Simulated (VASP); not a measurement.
# KCdCO3F (P-6m2) in VASP: relaxation of the atoms with PBE

Aim: the relaxation of the atoms of KCdCO3F with PBE.

Program: VASP 6.6.1. These are calculated values, not measurements. Logs are shortened: lines on timing, memory, paths and dates and some standing lists are left out, and cuts for length are marked.

## (1) The cell of the first run

Symmetry: P-6m2, No. 187, hexagonal system. Conventional cell: a = 5.132 Å, b = 5.132 Å, c = 4.432 Å, α = 90.00°, β = 90.00°, γ = 120.00°. Within 3.8 Å of K (site symmetry -6m2) lie 6 O at 2.80 Å and 3 F at 2.96 Å and 6 Cd at 3.70 Å and 6 C at 3.70 Å. Cd (site symmetry -6m2) has 2 F at 2.22 Å and 6 O at 2.58 Å and 3 C at 2.96 Å within 3.0 Å. Within 1.7 Å of C (site symmetry -6m2) lie 3 O at 1.25 Å. Within 1.7 Å of O (site symmetry mm2) lie 1 C at 1.25 Å. Within 3.0 Å of F (site symmetry -6m2) lie 2 Cd at 2.22 Å and 3 K at 2.96 Å.

## (2) Relaxation of the atoms, PBE

Contents of INCAR:

```
ALGO = Normal ; EDIFF = 1E-7
EDIFFG = -0.02 ; ENCUT = 520
GGA = PE ; GGA_COMPAT = F
IBRION = 2 ; ISIF = 2
ISMEAR = -1 ; LASPH = T
LCHARG = F ; LREAL = F
LWAVE = F ; NELM = 120
NELMIN = 4 ; NSW = 80
PREC = Accurate ; SIGMA = 0.02
```

Contents of KPOINTS:

```
k-points
0
Gamma
  5 5 5
```

Contents of POSCAR:

```
KCdCO3F
1.0
    5.1324000000      0.0000000000      0.0000000000
   -2.5662000000      4.4447887824      0.0000000000
    0.0000000000      0.0000000000      4.4324000000
K Cd C O F
1 1 1 3 1
Direct
    0.0000000000      0.0000000000      0.0000000000
    0.6666666667      0.3333333333      0.5000000000
    0.3333333333      0.6666666667      0.5000000000
    0.1925000000      0.3850000000      0.5000000000
    0.1925000000      0.8075000000      0.5000000000
    0.6150000000      0.8075000000      0.5000000000
    0.6666666667      0.3333333333      0.0000000000
```

Potentials or basis: VASP PAW PBE potentials, release 64 (K_sv, Cd_sv_GW, C, O, F).

The run is started by

```
> cat potpaw_PBE.64/K_sv/POTCAR potpaw_PBE.64/Cd_sv_GW/POTCAR potpaw_PBE.64/C/POTCAR potpaw_PBE.64/O/POTCAR potpaw_PBE.64/F/POTCAR > POTCAR
> mpirun -np 1 vasp_std > vasp.out
```

OUTCAR:

```text
EDIFF = 1E-7
   EDIFFG = -0.02
   ENCUT = 520
   GGA = PE
   IBRION = 2
   ISIF = 2
   ISMEAR = -1
   LASPH = T
   LREAL = F
   NELM = 120
   NELMIN = 4
   NSW = 80
   PREC = Accurate

 ion  position               nearest neighbor table
   1  0.000  0.000  0.000-   6 2.80   6 2.80   5 2.80   5 2.80   4 2.80   4 2.80
   2  0.667  0.333  0.500-   7 2.22   7 2.22
   3  0.333  0.667  0.500-   5 1.25   6 1.25   4 1.25
   4  0.193  0.385  0.500-   3 1.25   1 2.80   1 2.80
   5  0.193  0.807  0.500-   3 1.25   1 2.80   1 2.80
   6  0.615  0.807  0.500-   3 1.25   1 2.80   1 2.80
   7  0.667  0.333  0.000-   2 2.22   2 2.22

  LATTYP: Found a hexagonal cell.
 ALAT       =     5.1324000000
 C/A-ratio  =     0.8636115657

  Lattice vectors:

 A1 = (   5.1324000000,   0.0000000000,   0.0000000000)
 A2 = (  -2.5662000000,   4.4447887824,   0.0000000000)
 A3 = (   0.0000000000,   0.0000000000,   4.4324000000)

Analysis of symmetry for initial positions (statically):
=====================================================================
 Subroutine PRICEL returns:
 Original cell was already a primitive cell.

 Routine SETGRP: Setting up the symmetry group for a
 hexagonal supercell.

 Subroutine GETGRP returns: Found 12 space group operations
 (whereof 12 operations were pure point group operations)
 out of a pool of 24 trial point group operations.

The static configuration has the point symmetry D_3h.

Analysis of symmetry for dynamics (positions and initial velocities):
=====================================================================
 Subroutine PRICEL returns:
 Original cell was already a primitive cell.

 Routine SETGRP: Setting up the symmetry group for a
 hexagonal supercell.

 Subroutine GETGRP returns: Found 12 space group operations
 (whereof 12 operations were pure point group operations)
 out of a pool of 24 trial point group operations.

The dynamic configuration has the point symmetry D_3h.

 Subroutine INISYM returns: Found 12 space group operations
 (whereof 12 operations are pure point group operations),
 and found     1 'primitive' translations

----------------------------------------------------------------------------------------

                                     Primitive cell

  volume of cell :     101.1138
[... 74 lines left out ...]
   dimension x,y,z NGX =    40 NGY =   40 NGZ =   36
   dimension x,y,z NGXF=    80 NGYF=   80 NGZF=   72
   ions per type =               1   1   1   3   1
   NGX,Y,Z   is equivalent  to a cutoff of  12.96, 12.96, 13.50 a.u.
   NGXF,Y,Z  is equivalent  to a cutoff of  25.91, 25.91, 27.01 a.u.
 SYSTEM =  unknown system
   PREC   = accura    normal or accurate (medium, high low for compatibility)
   ISTART =      0    job   : 0-new  1-cont  2-samecut
   ICHARG =      2    charge: 1-file 2-atom 10-const
   ISPIN  =      1    spin polarized calculation?
   LNONCOLLINEAR =      F non collinear calculations
   LSORBIT =      F    spin-orbit coupling
   LASPH  =      T    aspherical Exc in radial PAW
   ENCUT  =  520.0 eV  38.22 Ry    6.18 a.u.   9.54  9.54  8.24*2*pi/ulx,y,z
   NELM   =    120;   NELMIN=  4; NELMDL= -5     # of ELM steps
   EDIFF  = 0.1E-06   stopping-criterion for ELM
   LREAL  =      F    real-space projection
   EDIFFG = -.2E-01   stopping-criterion for IOM
   NSW    =     80    number of steps for IOM
   IBRION =      2    ionic relax: 0-MD 1-quasi-New 2-CG
   NFREE  =      1    steps in history (QN), initial steepest desc. (CG)
   ISIF   =      2    stress and relaxation
   ISYM   =      2    0-nonsym 1-usesym 2-fastsym
   POTIM  = 0.5000    time-step for ionic-motion
   TEBEG  =    0.0;   TEEND  =   0.0 temperature during run
   PSTRESS=    0.0 pullay stress
   NELECT =      58.0000    total number of electrons
   NUPDOWN=      -1.0000    fix difference up-down
   EMIN   =  10.00;   EMAX   =-10.00  energy-range for DOS
   EFERMI =   0.00;   METHOD = LEGACY
   ISMEAR =    -1;   SIGMA  =   0.02  broadening in eV -4-tet -1-fermi 0-gaus
   EFERMI_NEDOS =   21; number of points for ismear=-14 and -15
   IALGO  =     38    algorithm
   IMIX   =      4    mixing-type and parameters
     AMIX     =   0.40;   BMIX     =  1.00
     AMIX_MAG =   1.60;   BMIX_MAG =  1.00
  volume/ion in A,a.u.               =      14.44        97.48
  Fermi-wavevector in a.u.,A,eV,Ry     =   1.360235  2.570472 25.174036  1.850239
  Thomas-Fermi vector in A             =   2.486915
   LORBIT       =      0    0 simple, 1 ext, 2 COOP (PROOUT), +10 PAW based schemes
   GGA     = PE    functional components
   LHFCALC =     F    Hartree Fock is set to
   AEXX    =    0.0000 exact exchange contribution
   IVDW    =     0    specifies the selected vdW correction
   LEPSILON=     F    determine dielectric tensor
   LRPA    =     F    only Hartree local field effects (RPA)
 conjugate gradient relaxation of ions
 non-spin polarized calculation
  energy-cutoff  :      520.00
  volume of cell :      101.11
 maximum number of plane-waves:      2801
 NGX is ok and might be reduce to    40
   NGX = 19   NGY = 19   NGZ = 17

--------------------------------------- Ionic step        1  -------------------------------------------

 number of electron      58.0000005 magnetization

 Free energy of the ion-electron system (eV)
  ---------------------------------------------------
  ext. energy  EPLUGINS =         0.00000000
  ---------------------------------------------------
  free energy    TOTEN  =       -39.68589722 eV

  energy without entropy =      -39.68589722  energy(sigma->0) =      -39.68589722

------------------------ aborting loop because EDIFF is reached ----------------------------------------

  FORCE on cell =-STRESS in cart. coord.  units (eV):
  Direction    XX          YY          ZZ          XY          YZ          ZX
  --------------------------------------------------------------------------------------
  -------------------------------------------------------------------------------------
  Total        5.6648478      5.6648478      0.1789793      0.0000000      0.0000000     -0.0000000
  in kB       89.7611190     89.7611190      2.8359774      0.0000000      0.0000000     -0.0000000
  external PRESSURE =      60.7860718 kB  Pullay stress =       0.0000000 kB
[... 110 lines left out ...]
--------------------------------------- Ionic step        4  -------------------------------------------

 number of electron      58.0000003 magnetization

 Free energy of the ion-electron system (eV)
  ---------------------------------------------------
  ext. energy  EPLUGINS =         0.00000000
  ---------------------------------------------------
  free energy    TOTEN  =       -39.90625751 eV

  energy without entropy =      -39.90625751  energy(sigma->0) =      -39.90625751

 E-fermi :   1.4768     XC(G=0):  -9.3422

 val. band max:        0.7241036570   @ k =   0.0000   0.0000   0.4000
 cond. band min:       2.5606889825   @ k =   0.0000   0.0000   0.0000
 fundamental gap:      1.8365853255
 Fermi energy:         1.4767795322

 k-point     1 :       0.0000    0.0000    0.0000
  band No.  band energies     occupation
      1     -99.8437      2.00000
      2     -60.9444      2.00000
      3     -60.9444      2.00000
      4     -60.9291      2.00000
      5     -26.9628      2.00000
      6     -21.0979      2.00000
[... 578 lines left out ...]
  FREE ENERGIE OF THE ION-ELECTRON SYSTEM (eV)
  ---------------------------------------------------
  free  energy   TOTEN  =       -39.9062575070 eV

  energy  without entropy=      -39.9062575070  energy(sigma->0) =      -39.90625751

 reached required accuracy - stopping structural energy minimisation
```

OSZICAR:

```text
N       E                     dE             d eps       ncg     rms          rms(c)
DAV:   1     0.897436433183E+03    0.89744E+03   -0.33662E+04  1172   0.191E+03
DAV:   2     0.842088001889E+02   -0.81323E+03   -0.77833E+03  1056   0.687E+02
[... 44 lines left out ...]
DAV:   2    -0.399062622848E+02   -0.22521E-04   -0.42093E-04  1408   0.149E-01    0.170E-02
DAV:   3    -0.399062572394E+02    0.50453E-05   -0.18030E-05  1346   0.342E-02    0.975E-03
DAV:   4    -0.399062570931E+02    0.14630E-06   -0.82704E-06  1376   0.157E-02    0.382E-03
DAV:   5    -0.399062572944E+02   -0.20128E-06   -0.15482E-06  1220   0.722E-03    0.166E-03
DAV:   6    -0.399062574267E+02   -0.13225E-06   -0.74902E-08   672   0.331E-03    0.906E-04
DAV:   7    -0.399062575070E+02   -0.80316E-07   -0.86169E-08   614   0.272E-03
   4 F= -.39906258E+02 E0= -.39906258E+02  d E =-.220360E+00
```

Run time: 4 min. Hardware: 1 thread of Intel Xeon Platinum 8488C (Sapphire Rapids), shared host; peak memory 0.29 GiB.

Results:

```
Free energy                  : -39.9063 eV
Energy gained by relaxing    : 31.5 meV/atom
Ionic steps                  : 4
Pressure after relaxing      : 0.2 GPa
Largest force after relaxing : 0.010 eV/Å
Band gap on the k mesh       : 1.84 eV
```

Forces in eV/Å, atoms in the order of the input:
```
K    0.000  0.000  0.000
Cd   0.000  0.000  0.000
C    0.000  0.000  0.000
O    0.000  0.010  0.000
O    0.008 -0.005  0.000
O   -0.008 -0.005  0.000
F    0.000  0.000  0.000
```

The path:
| step | energy change (eV) | largest force (eV/Å) | pressure (GPa) |
| --- | --- | --- | --- |
| 1 | 0.0000 | 3.4527 | 6.08 |
| 2 | 0.9457 | 5.6332 | -9.43 |
| 3 | -0.2202 | 0.0725 | 0.05 |
| 4 | -0.2204 | 0.0096 | 0.15 |

Final structure:
```cif
data_structure
_symmetry_space_group_name_H-M 'P 1'
_symmetry_Int_Tables_number 1
_cell_length_a 5.1324
_cell_length_b 5.1324
_cell_length_c 4.4324
_cell_angle_alpha 90.000
_cell_angle_beta 90.000
_cell_angle_gamma 120.000
_cell_volume 101.11
loop_
_atom_site_label
_atom_site_type_symbol
_atom_site_fract_x
_atom_site_fract_y
_atom_site_fract_z
_atom_site_occupancy
K1 K 0.00000 0.00000 0.00000 1
Cd1 Cd 0.66667 0.33333 0.50000 1
C1 C 0.33333 0.66667 0.50000 1
O1 O 0.18746 0.37492 0.50000 1
O2 O 0.18746 0.81254 0.50000 1
O3 O 0.62508 0.81254 0.50000 1
F1 F 0.66667 0.33333 0.00000 1
```
